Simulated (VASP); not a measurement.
HfO2, 3 atoms in the cell. It takes space group Fm-3m (No. 225, cubic). Conventional cell: a = 5.028 Å, b = 5.028 Å, c = 5.028 Å, α = 90.00°, β = 90.00°, γ = 90.00°. Hf (site symmetry m-3m) has 8 O at 2.18 Å within 2.9 Å. Within 2.9 Å of O (site symmetry -43m) lie 4 Hf at 2.18 Å and 6 O at 2.51 Å. 

| Property | Result |
| --- | --- |
| Program | VASP 6.6.1 |
| Task | single point |
| Functional | PBE |
| Potentials or basis | VASP PAW PBE potentials, release 64 (Hf_pv, O) |
| Cutoff | 600 eV |
| k mesh | 3 × 3 × 3 |
| Occupations | gaussian, width 0.01 eV |
| Spin | no spin polarisation |
| Dipole correction | no |
| Further INCAR settings | ALGO = Normal; EDIFF = 1e-06; NBANDS = 18 |

Potentials or basis: VASP PAW PBE potentials, release 64 (Hf_pv, O).

Launch:

```console
$ cat potpaw_PBE.64/Hf_pv/POTCAR potpaw_PBE.64/O/POTCAR > POTCAR
$ mpirun -np 1 vasp_std > vasp.out
```

Hardware: 1 thread of AMD EPYC 9R14 (Zen 4), on a shared host.

**Question.** Estimate the wall time of this run.

**Answer.** It took 4.3 s on 1 thread of AMD EPYC 9R14 (Zen 4), on a shared host, peak memory 0.12 GiB. Counts: scf iterations 13, k points 4.
